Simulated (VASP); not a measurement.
# BiSb3O2: single point with PBE

The system is BiSb3O2.

```
Sb Bi O
1.0
     6.42658    0.00000    0.00000
    -3.21329    5.56558    0.00000
     0.00000    0.00000    3.53250
Sb Bi O
3 1 2
Direct
  0.00000 0.50000 0.00000
  0.50000 0.50000 0.00000
  0.50000 0.00000 0.00000
  0.00000 0.00000 0.50000
  0.66667 0.33333 0.50000
  0.33333 0.66667 0.50000
```

| Property | Result |
| --- | --- |
| Program | VASP 6.6.1 |
| Task | single point |
| Functional | PBE |
| Potentials or basis | VASP PAW PBE potentials, release 64 (Sb, Bi_d, O) |
| Cutoff | 520 eV |
| k mesh | 3 × 3 × 6 |
| Occupations | gaussian, width 0.1 eV |
| Spin | no spin polarisation |
| Dipole correction | no |
| Further INCAR settings | ALGO = Normal; EDIFF = 1e-06; NBANDS = 30 |

```yaml
Pressure: -0.4 GPa
Band_gap_on_the_k_mesh: zero (band 21 reaches 10.06 eV, above the bottom of band 22 at 7.04 eV)
```

Stress tensor (GPa, compression positive):
```
-0.36  0.00  0.00
 0.00 -0.36  0.00
 0.00  0.00 -0.50
```

Levels at points of the mesh, in eV from the Fermi level:
| k point | band 17 | band 18 | band 19 | band 20 | band 21 | band 22 | band 23 | band 24 |
| --- | --- | --- | --- | --- | --- | --- | --- | --- |
| (0.00, 0.00, 0.00) | -2.84 | -2.84 | -1.89 | -1.89 | 1.97 | 2.01 | 2.59 | 2.59 |
| (0.00, 0.00, 0.50) | -3.55 | -3.03 | -3.03 | -1.72 | -1.21 | -0.46 | -0.46 | 1.63 |

It took 80 s on 1 thread of Oxide Virtual Turin-like Processor (shared host), peak memory 0.22 GiB.

Caveat: the k points lie up to 0.38 Å⁻¹ apart; spin-orbit coupling is left out, which moves the levels of the heavy elements.
